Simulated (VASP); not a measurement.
# CsGeF3 (Pm-3m) in VASP: further runs, part 2 of 2

VASP 6.6.1. Earlier steps stand in the parts before.

### 4 Single point, PBE

INCAR reads:

```
SYSTEM = CsGeF3
PREC = Accurate
ENCUT = 520
EDIFF = 1E-6
ISMEAR = 0
SIGMA = 0.05
LREAL = .FALSE.
LASPH = .TRUE.
NELM = 100
ALGO = Normal
ISIF = 2
LWAVE = .FALSE.
LCHARG = .TRUE.
GGA = PE
LELF = .TRUE.
LVHAR = .TRUE.
NBANDS = 30
```

KPOINTS reads:

```
regular mesh
0
G
  4 4 4
  0 0 0
```

POSCAR reads:

```
CsGeF3
1.0
    4.4965198488      0.0000000000      0.0000000000
    0.0000000000      4.4965198488      0.0000000000
    0.0000000000      0.0000000000      4.4965198488
Cs Ge F
1 1 3
Direct
    0.0000000000      0.0000000000      0.0000000000
    0.5000000000      0.5000000000      0.5000000000
    0.5000000000      0.5000000000      0.0000000000
    0.5000000000      0.0000000000      0.5000000000
    0.0000000000      0.5000000000      0.5000000000
```

Potentials or basis: VASP PAW PBE potentials, release 64 (Cs_sv, Ge_d, F).

Launch:

```console
$ cat potpaw_PBE.64/Cs_sv/POTCAR potpaw_PBE.64/Ge_d/POTCAR potpaw_PBE.64/F/POTCAR > POTCAR
$ mpirun -np 1 vasp_std > vasp.out
```

OUTCAR:

```text
SYSTEM = CsGeF3
   PREC = Accurate
   ENCUT = 520
   EDIFF = 1E-6
   ISMEAR = 0
   LREAL = .FALSE.
   LASPH = .TRUE.
   NELM = 100
   ISIF = 2
   GGA = PE

 ion  position               nearest neighbor table
   1  0.000  0.000  0.000-
   2  0.500  0.500  0.500-   3 2.25   4 2.25   5 2.25   3 2.25   4 2.25   5 2.25
   3  0.500  0.500  0.000-   2 2.25   2 2.25
   4  0.500  0.000  0.500-   2 2.25   2 2.25
   5  0.000  0.500  0.500-   2 2.25   2 2.25

  LATTYP: Found a simple cubic cell.
 ALAT       =     4.4965198488

  Lattice vectors:

 A1 = (   4.4965198488,   0.0000000000,   0.0000000000)
 A2 = (   0.0000000000,   4.4965198488,   0.0000000000)
 A3 = (   0.0000000000,   0.0000000000,   4.4965198488)

Analysis of symmetry for initial positions (statically):
=====================================================================
 Subroutine PRICEL returns:
 Original cell was already a primitive cell.

 Routine SETGRP: Setting up the symmetry group for a
 simple cubic supercell.

 Subroutine GETGRP returns: Found 48 space group operations
 (whereof 48 operations were pure point group operations)
 out of a pool of 48 trial point group operations.

The static configuration has the point symmetry O_h .

Analysis of symmetry for dynamics (positions and initial velocities):
=====================================================================
 Subroutine PRICEL returns:
 Original cell was already a primitive cell.

 Routine SETGRP: Setting up the symmetry group for a
 simple cubic supercell.

 Subroutine GETGRP returns: Found 48 space group operations
 (whereof 48 operations were pure point group operations)
 out of a pool of 48 trial point group operations.

The dynamic configuration has the point symmetry O_h .

 Subroutine INISYM returns: Found 48 space group operations
 (whereof 48 operations are pure point group operations),
 and found     1 'primitive' translations
[... 104 lines left out ...]
   IMIX   =      4    mixing-type and parameters
     AMIX     =   0.40;   BMIX     =  1.00
     AMIX_MAG =   1.60;   BMIX_MAG =  1.00
  volume/ion in A,a.u.               =      18.18       122.70
  Fermi-wavevector in a.u.,A,eV,Ry     =   1.285334  2.428928 22.477948  1.652083
  Thomas-Fermi vector in A             =   2.417474
   LORBIT       =      0    0 simple, 1 ext, 2 COOP (PROOUT), +10 PAW based schemes
   GGA     = PE    functional components
   LHFCALC =     F    Hartree Fock is set to
   AEXX    =    0.0000 exact exchange contribution
   IVDW    =     0    specifies the selected vdW correction
   LEPSILON=     F    determine dielectric tensor
   LRPA    =     F    only Hartree local field effects (RPA)
 non-spin polarized calculation
 Gauss-broadening in eV      SIGMA  =   0.05
  energy-cutoff  :      520.00
  volume of cell :       90.91
 maximum number of plane-waves:      2469
 NGX is ok and might be reduce to    36
   NGX = 17   NGY = 17   NGZ = 17

 number of electron      44.0000005 magnetization

 Free energy of the ion-electron system (eV)
  ---------------------------------------------------
  ext. energy  EPLUGINS =         0.00000000
  ---------------------------------------------------
  free energy    TOTEN  =       -22.48156000 eV

  energy without entropy =      -22.48156000  energy(sigma->0) =      -22.48156000

 E-fermi :   2.8899     XC(G=0):  -9.3646

 val. band max:        2.6233511387   @ k =   0.5000   0.5000   0.5000
 cond. band min:       4.4603595933   @ k =   0.5000   0.5000   0.5000
 fundamental gap:      1.8370084546
 Fermi energy:         2.8899448109

 k-point     1 :       0.0000    0.0000    0.0000
  band No.  band energies     occupation
      1     -22.5710      2.00000
      2     -22.5710      2.00000
      3     -22.4527      2.00000
      4     -22.4527      2.00000
      5     -22.4527      2.00000
      6     -21.0024      2.00000
[... 319 lines left out ...]
     29      11.7884      0.00000
     30      11.7884      0.00000

------------------------ aborting loop because EDIFF is reached ----------------------------------------

  FORCE on cell =-STRESS in cart. coord.  units (eV):
  Direction    XX          YY          ZZ          XY          YZ          ZX
  --------------------------------------------------------------------------------------
  -------------------------------------------------------------------------------------
  Total        1.3417428      1.3417428      1.3417428      0.0000000     -0.0000000      0.0000000
  in kB       23.6455986     23.6455986     23.6455986      0.0000000     -0.0000000      0.0000000
  external PRESSURE =      23.6455986 kB  Pullay stress =       0.0000000 kB

 VOLUME and BASIS-vectors are now :
 -----------------------------------------------------------------------------
  energy-cutoff  :      520.00
  volume of cell :       90.91
      direct lattice vectors                 reciprocal lattice vectors
     4.496519849  0.000000000  0.000000000     0.222394215  0.000000000  0.000000000
     0.000000000  4.496519849  0.000000000     0.000000000  0.222394215  0.000000000
     0.000000000  0.000000000  4.496519849     0.000000000  0.000000000  0.222394215

 POSITION                                       TOTAL-FORCE (eV/Angst)
 -----------------------------------------------------------------------------------
      0.00000      0.00000      0.00000         0.000000      0.000000      0.000000
      2.24826      2.24826      2.24826         0.000000      0.000000      0.000000
      2.24826      2.24826      0.00000         0.000000      0.000000      0.000000
      2.24826      0.00000      2.24826         0.000000      0.000000      0.000000
      0.00000      2.24826      2.24826         0.000000      0.000000      0.000000
 -----------------------------------------------------------------------------------
    total drift:                                0.000000      0.000000      0.000000

  FREE ENERGIE OF THE ION-ELECTRON SYSTEM (eV)
  ---------------------------------------------------
  free  energy   TOTEN  =       -22.4815600040 eV

  energy  without entropy=      -22.4815600040  energy(sigma->0) =      -22.48156000
```

OSZICAR:

```text
N       E                     dE             d eps       ncg     rms          rms(c)
DAV:   1     0.405163484905E+03    0.40516E+03   -0.22602E+04   808   0.265E+03
DAV:   2     0.294625156640E+02   -0.37570E+03   -0.35657E+03   710   0.729E+02
DAV:   3    -0.225934606100E+02   -0.52056E+02   -0.51700E+02   696   0.153E+02
DAV:   4    -0.249928901468E+02   -0.23994E+01   -0.23977E+01   702   0.368E+01
DAV:   5    -0.250393823996E+02   -0.46492E-01   -0.46488E-01   708   0.528E+00    0.922E+00
DAV:   6    -0.224435446237E+02    0.25958E+01   -0.90139E+00   756   0.312E+01    0.308E+00
DAV:   7    -0.224975302414E+02   -0.53986E-01   -0.12724E+00   666   0.568E+00    0.199E+00
DAV:   8    -0.224835689567E+02    0.13961E-01   -0.15671E-01   676   0.332E+00    0.511E-01
DAV:   9    -0.224805582123E+02    0.30107E-02   -0.30325E-02   898   0.186E+00    0.124E-01
DAV:  10    -0.224815460895E+02   -0.98788E-03   -0.33195E-03   708   0.485E-01    0.447E-02
DAV:  11    -0.224815574222E+02   -0.11333E-04   -0.19159E-04   802   0.119E-01    0.166E-02
DAV:  12    -0.224815616543E+02   -0.42321E-05   -0.66082E-05   696   0.514E-02    0.139E-02
DAV:  13    -0.224815601700E+02    0.14843E-05   -0.14554E-05   754   0.361E-02    0.227E-03
DAV:  14    -0.224815600040E+02    0.16601E-06   -0.14028E-06   474   0.128E-02
   1 F= -.22481560E+02 E0= -.22481560E+02  d E =-.198478E-15
```

It took 35 s on 1 thread of Intel Xeon Platinum 8259CL at 2.50GHz (Skylake/Cascade Lake), shared host; peak memory 0.21 GiB.

Results:

| Item | Value |
| --- | --- |
| Free energy | -22.4816 eV |
| Pressure | 2.4 GPa |
| Band gap on the k mesh | 1.84 eV, direct |

Levels at points of the mesh, in eV from the valence-band top:
```
           k point  band 18  band 19  band 20  band 21  band 22  band 23  band 24  band 25  band 26  band 27
(0.00, 0.00, 0.00)    -4.45    -4.45    -4.12    -4.12    -4.12     4.58     4.58     5.08     5.78     5.78
(0.50, 0.00, 0.00)    -4.48    -4.48    -4.37    -4.37    -2.52     2.75     5.03     5.03     5.43     6.61
(0.50, 0.50, 0.00)    -4.69    -4.31    -4.31    -4.09    -1.17     2.83     2.83     5.05     6.01     6.25
(0.50, 0.50, 0.50)    -4.39    -4.07    -4.07    -4.07     0.00     1.84     1.84     1.84     7.71     7.71
```

Caveat: spin-orbit coupling is left out, which moves the levels of the heavy elements. A k mesh can miss the band edges.

### 5 Single point, PBE

INCAR reads:

```
PREC = Accurate
ENCUT = 520
EDIFF = 1E-6
ISMEAR = 0
SIGMA = 0.01
LREAL = F
LASPH = T
NELM = 60
ALGO = Normal
ISIF = 2
LWAVE = F
LCHARG = F
GGA = PE
NBANDS = 30
```

KPOINTS reads:

```
regular mesh
0
Gamma
  4 4 4
```

POSCAR is that of step 4.

Launch:

```console
$ cat potpaw_PBE.64/Cs_sv/POTCAR potpaw_PBE.64/Ge_d/POTCAR potpaw_PBE.64/F/POTCAR > POTCAR
$ mpirun -np 1 vasp_std > vasp.out
```

It took 30 s on 1 thread of Intel Xeon Platinum 8259CL at 2.50GHz (Skylake/Cascade Lake), shared host; peak memory 0.21 GiB.

The run converged. Its results:

- Free energy: -22.4816 eV
- Pressure: 2.4 GPa
- Band gap on the k mesh: 1.84 eV, direct

Levels at points of the mesh, in eV from the valence-band top:
| k point | band 20 | band 21 | band 22 | band 23 | band 24 | band 25 |
| --- | --- | --- | --- | --- | --- | --- |
| (0.00, 0.00, 0.00) | -4.12 | -4.12 | -4.12 | 4.58 | 4.58 | 5.08 |
| (0.50, 0.00, 0.00) | -4.37 | -4.37 | -2.52 | 2.75 | 5.03 | 5.03 |
| (0.50, 0.50, 0.00) | -4.31 | -4.09 | -1.17 | 2.83 | 2.83 | 5.05 |
| (0.50, 0.50, 0.50) | -4.07 | -4.07 | 0.00 | 1.84 | 1.84 | 1.84 |

Caveat: spin-orbit coupling is left out, which moves the levels of the heavy elements.

### 6 Single point, PBE

INCAR reads:

```
ALGO = Normal
EDIFF = 1E-7
ENCUT = 520
GGA = PE
ISIF = 2
ISMEAR = 0
ISYM = 0
LASPH = True
LCHARG = False
LREAL = False
LWAVE = False
NBANDS = 30
NELM = 60
PREC = Accurate
SIGMA = 0.01
```

KPOINTS reads:

```
k-points
0
Gamma
  8 8 1
```

POSCAR is that of step 5.

Potentials or basis: VASP PAW PBE potentials, release 64 (Cs_sv, Ge_d, F).

Launch:

```console
$ cat potpaw_PBE.64/Cs_sv/POTCAR potpaw_PBE.64/Ge_d/POTCAR potpaw_PBE.64/F/POTCAR > POTCAR
$ mpirun -np 1 vasp_std > vasp.out
```

Run time: 84 s. Hardware: 1 thread of Intel Xeon Platinum 8259CL at 2.50GHz (Skylake/Cascade Lake), shared host; peak memory 0.25 GiB.

The run converged, but its numbers aren't listed here, since they failed a check.

Caveat: the k points lie up to 1.40 Å⁻¹ apart; spin-orbit coupling is left out, which moves the levels of the heavy elements.

### 7 The runs side by side

| k mesh | smearing | gap on the mesh (eV) | pressure (GPa) |
| --- | --- | --- | --- |
| 3 × 3 × 3 | gaussian 0.01 eV | 4.29 | 2.0 |
| 4 × 4 × 4 | gaussian 0.01 eV | 1.84 | 2.4 |
| 4 × 4 × 4 | gaussian 0.05 eV | 1.84 | 2.4 |

Alike in all rows: task single point; level PBE; potentials or basis VASP PAW PBE potentials, release 64 (Cs_sv, Ge_d, F); no spin polarisation; cell as given; cutoff (eV) 520.

Caveats: some runs use coarse meshes; spin-orbit coupling is left out, which moves the levels of the heavy elements.

Total energies depend on the potentials used, so only differences within one code and one set of settings carry meaning.
